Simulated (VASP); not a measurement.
# SiC (F-43m) in VASP: a series of runs

SiC is run at these levels: PBE; tasks: vibrations by perturbation theory.

Program: VASP 6.6.1. These are calculated values, not measurements. Logs are shortened: lines on timing, memory, paths and dates and some standing lists are left out, and cuts for length are marked.

## (1) The cell of the first run

Symmetry: F-43m, No. 216, cubic system. Conventional cell: a = 4.314 Å, b = 4.314 Å, c = 4.314 Å, α = 90.00°, β = 90.00°, γ = 90.00°. Si (site symmetry -43m) has 4 C at 1.87 Å within 2.5 Å. Within 2.5 Å of C (site symmetry -43m) lie 4 Si at 1.87 Å.

## (2) Vibrations by perturbation theory, PBE

The input, INCAR:

```
PREC = Accurate
ENCUT = 600
EDIFF = 1E-8
ISMEAR = 0
SIGMA = 0.01
LREAL = False
LASPH = True
NELM = 120
ALGO = Normal
ISIF = 2
LWAVE = False
LCHARG = True
GGA = PE
NBANDS = 11
IBRION = 8
NSW = 1
GGA_COMPAT = False
```

The input, KPOINTS:

```
Automatic mesh
0
Gamma
  7 7 7
```

The input, POSCAR:

```
SiC
1.0
    0.0000000000      2.1569883941      2.1569883941
    2.1569883941      0.0000000000      2.1569883941
    2.1569883941      2.1569883941      0.0000000000
Si C
1 1
Direct
    0.0000000000      0.0000000000      0.0000000000
    0.2500000000      0.2500000000      0.2500000000
```

Potentials or basis: VASP PAW PBE potentials, release 64 (Si, C).

Launch:

```sh
cat potpaw_PBE.64/Si/POTCAR potpaw_PBE.64/C/POTCAR > POTCAR
mpirun -np 1 vasp_std > vasp.out
```

OUTCAR:

```text
PREC = Accurate
   ENCUT = 600
   EDIFF = 1E-8
   ISMEAR = 0
   LREAL = False
   LASPH = True
   NELM = 120
   ISIF = 2
   GGA = PE
   IBRION = 8
   NSW = 1

 ion  position               nearest neighbor table
   1  0.000  0.000  0.000-   2 1.87   2 1.87   2 1.87   2 1.87
   2  0.250  0.250  0.250-   1 1.87   1 1.87   1 1.87   1 1.87

  LATTYP: Found a face centered cubic cell.
 ALAT       =     4.3139767882

  Lattice vectors:

 A1 = (   0.0000000000,   2.1569883941,   2.1569883941)
 A2 = (   2.1569883941,   0.0000000000,   2.1569883941)
 A3 = (   2.1569883941,   2.1569883941,   0.0000000000)

Analysis of symmetry for initial positions (statically):
=====================================================================
 Subroutine PRICEL returns:
 Original cell was already a primitive cell.

 Routine SETGRP: Setting up the symmetry group for a
 face centered cubic supercell.

 Subroutine GETGRP returns: Found 24 space group operations
 (whereof 24 operations were pure point group operations)
 out of a pool of 48 trial point group operations.

The static configuration has the point symmetry T_d .

Analysis of symmetry for dynamics (positions and initial velocities):
=====================================================================
 Subroutine PRICEL returns:
 Original cell was already a primitive cell.

 Routine SETGRP: Setting up the symmetry group for a
 face centered cubic supercell.

 Subroutine GETGRP returns: Found 24 space group operations
 (whereof 24 operations were pure point group operations)
 out of a pool of 48 trial point group operations.

The dynamic configuration has the point symmetry T_d .

 Subroutine INISYM returns: Found 24 space group operations
 (whereof 24 operations are pure point group operations),
 and found     1 'primitive' translations

----------------------------------------------------------------------------------------

                                     Primitive cell

  volume of cell :      20.0712

  direct lattice vectors                    reciprocal lattice vectors
     0.000000000  2.156988394  2.156988394    -0.231804678  0.231804678  0.231804678
     2.156988394  0.000000000  2.156988394     0.231804678 -0.231804678  0.231804678
     2.156988394  2.156988394  0.000000000     0.231804678  0.231804678 -0.231804678

  length of vectors
     3.050442241  3.050442241  3.050442241     0.401497480  0.401497480  0.401497480

  position of ions in fractional coordinates (direct lattice)
     0.000000000  0.000000000  0.000000000
     0.250000000  0.250000000  0.250000000

  ion indices of the primitive-cell ions
   primitive index   ion index
                 1           1
                 2           2

----------------------------------------------------------------------------------------

 KPOINTS: Automatic mesh

Automatic generation of k-mesh.
 Grid dimensions read from file:
 generate k-points for:    7    7    7

 Generating k-lattice:

  Cartesian coordinates                     Fractional coordinates (reciprocal lattice)
    -0.033114954  0.033114954  0.033114954     0.142857143  0.000000000  0.000000000
     0.033114954 -0.033114954  0.033114954     0.000000000  0.142857143  0.000000000
     0.033114954  0.033114954 -0.033114954     0.000000000  0.000000000  0.142857143

  Length of vectors
     0.057356783  0.057356783  0.057356783

  Shift w.r.t. Gamma in fractional coordinates (k-lattice)
     0.000000000  0.000000000  0.000000000

 Subroutine IBZKPT returns following result:
 ===========================================
[... 74 lines left out ...]
 non-spin polarized calculation
 Gauss-broadening in eV      SIGMA  =   0.01
  energy-cutoff  :      600.00
  volume of cell :       20.07
 maximum number of plane-waves:       681
   NGX = 13   NGY = 13   NGZ = 13

--------------------------------------- Ionic step        1  -------------------------------------------

 number of electron       8.0000000 magnetization

 Free energy of the ion-electron system (eV)
  ---------------------------------------------------
  ext. energy  EPLUGINS =         0.00000000
  ---------------------------------------------------
  free energy    TOTEN  =       -15.02947316 eV

  energy without entropy =      -15.02947316  energy(sigma->0) =      -15.02947316

 E-fermi :   8.5227     XC(G=0): -11.4889

 val. band max:        8.4545904412   @ k =   0.0000   0.0000   0.0000
 cond. band min:      10.0294915600   @ k =   0.4286   0.4286   0.0000
 fundamental gap:      1.5749011187
 Fermi energy:         8.5226658271

 k-point     1 :       0.0000    0.0000    0.0000
  band No.  band energies     occupation
      1      -7.1909      2.00000
      2       8.4546      2.00000
      3       8.4546      2.00000
      4       8.4546      2.00000
      5      15.0459      0.00000
      6      15.9753      0.00000
      7      15.9753      0.00000
      8      15.9753      0.00000
      9      23.1395      0.00000
     10      23.1395      0.00000
     11      25.4120      0.00000
[... 254 lines left out ...]
  band No.  band energies     occupation
      1      -1.9937      2.00000
      2       1.3350      2.00000
      3       2.8608      2.00000
      4       4.7830      2.00000
      5      13.1891      0.00000
      6      17.2445      0.00000
      7      18.9242      0.00000
      8      19.6097      0.00000
      9      22.4457      0.00000
     10      25.3935      0.00000
     11      30.4956      0.00000

------------------------ aborting loop because EDIFF is reached ----------------------------------------

  FORCE on cell =-STRESS in cart. coord.  units (eV):
  Direction    XX          YY          ZZ          XY          YZ          ZX
  --------------------------------------------------------------------------------------
  -------------------------------------------------------------------------------------
  Total        1.2957779      1.2957779      1.2957779      0.0000000     -0.0000000      0.0000000
  in kB      103.4350505    103.4350505    103.4350505      0.0000000     -0.0000000      0.0000000
  external PRESSURE =     103.4350505 kB  Pullay stress =       0.0000000 kB

 VOLUME and BASIS-vectors are now :
 -----------------------------------------------------------------------------
  energy-cutoff  :      600.00
  volume of cell :       20.07
      direct lattice vectors                 reciprocal lattice vectors
     0.000000000  2.156988394  2.156988394    -0.231804678  0.231804678  0.231804678
     2.156988394  0.000000000  2.156988394     0.231804678 -0.231804678  0.231804678
     2.156988394  2.156988394  0.000000000     0.231804678  0.231804678 -0.231804678

 POSITION                                       TOTAL-FORCE (eV/Angst)
 -----------------------------------------------------------------------------------
      0.00000      0.00000      0.00000        -0.000000      0.000000      0.000000
      1.07849      1.07849      1.07849         0.000000     -0.000000     -0.000000
 -----------------------------------------------------------------------------------
    total drift:                                0.000000      0.000000      0.000000

  FREE ENERGIE OF THE ION-ELECTRON SYSTEM (eV)
  ---------------------------------------------------
  free  energy   TOTEN  =       -15.0294731640 eV

  energy  without entropy=      -15.0294731640  energy(sigma->0) =      -15.02947316

[... ionic steps 2 to 3 ...]

--------------------------------------- Ionic step        4  -------------------------------------------

------------------------ aborting loop because EDIFF is reached ----------------------------------------

[... ionic steps 5 to 6 ...]

--------------------------------------- Ionic step        7  -------------------------------------------

 Free energy of the ion-electron system (eV)
  ---------------------------------------------------
  ---------------------------------------------------
  free energy    TOTEN  =        -0.12636439 eV

  energy without entropy =       -0.12636439

------------------------ aborting loop because EDIFF is reached ----------------------------------------

 INTERNAL STRAIN TENSOR  FOR ION    2  DIRECTION 1   (eV/Angst):
 -----------------------------------------------------------------------------
    -0.01314  0.00000  0.00000
     0.00000  0.00580 -9.93983
     0.00000 -9.93983  0.00580

 INTERNAL STRAIN TENSOR FOR ION    2 for displacements in x,y,z  (eV/Angst):
          X           Y           Z          XY          YZ          ZX
  --------------------------------------------------------------------------------
  x     0.00000     0.00000     0.00000     0.00000    -9.93983     0.00000
  y     0.00000     0.00000     0.00000     0.00000     0.00000    -9.93983
  z     0.00000     0.00000     0.00000    -9.93983     0.00000     0.00000

 SECOND DERIVATIVES (NOT SYMMETRIZED)
 ------------------------------------
               1X          1Y          1Z          2X          2Y          2Z
  1X   -20.563055    0.000000    0.000000   20.563055    0.000000    0.000000
  1Y     0.000000  -20.563055    0.000000    0.000000   20.563055    0.000000
  1Z     0.000000    0.000000  -20.563055    0.000000    0.000000   20.563055
  2X    20.566292    0.000000    0.000000  -20.566292    0.000000    0.000000
  2Y     0.000000   20.566292    0.000000    0.000000  -20.566292    0.000000
  2Z     0.000000    0.000000   20.566292    0.000000    0.000000  -20.566292

 Eigenvectors and eigenvalues of the dynamical matrix
 ----------------------------------------------------

   1 f  =   24.442308 THz   153.575551 2PiTHz  815.307640 cm-1   101.085219 meV
             X         Y         Z           dx          dy          dz
      0.000000  0.000000  0.000000    -0.000000    0.547287    0.000000
      1.078494  1.078494  1.078494     0.000000   -0.836945    0.000000
[... 21 lines left out ...]
   6 f/i=    0.000881 THz     0.005537 2PiTHz    0.029393 cm-1     0.003644 meV
             X         Y         Z           dx          dy          dz
      0.000000  0.000000  0.000000     0.836944   -0.001449   -0.000474
      1.078494  1.078494  1.078494     0.547286   -0.000947   -0.000310

--------------------------------------------------------------------------------------------------------

 ELASTIC MODULI CONTR FROM IONIC RELAXATION (kBar)
 Direction    XX          YY          ZZ          XY          YZ          ZX
 --------------------------------------------------------------------------------
 XX          -0.0000     -0.0000     -0.0000      0.0000      0.0000      0.0000
 YY          -0.0000     -0.0000     -0.0000      0.0000      0.0000      0.0000
 ZZ          -0.0000     -0.0000     -0.0000      0.0000      0.0000      0.0000
 XY           0.0000      0.0000      0.0000   -360.3346      0.0000      0.0000
 YZ           0.0000      0.0000      0.0000      0.0000   -360.3346      0.0000
 ZX           0.0000      0.0000      0.0000      0.0000      0.0000   -360.3346
 --------------------------------------------------------------------------------
```

Wall time 28 s (1 thread of Intel Xeon 8259CL, shared host); peak memory 0.17 GiB.

What came out:

```
Highest phonon frequency at Γ, LO-TO splitting left out : 815 cm⁻¹
```

Phonon frequencies in cm⁻¹ (negative: imaginary):
```csv
q point,frequencies
"(0.000, 0.000, 0.000)",0 0 0 815 815 815
```

Caveat: the k points lie up to 0.36 Å⁻¹ apart; the cell stands under pressure or tension, which shifts response properties.

(Continued in part 2 of 2.)
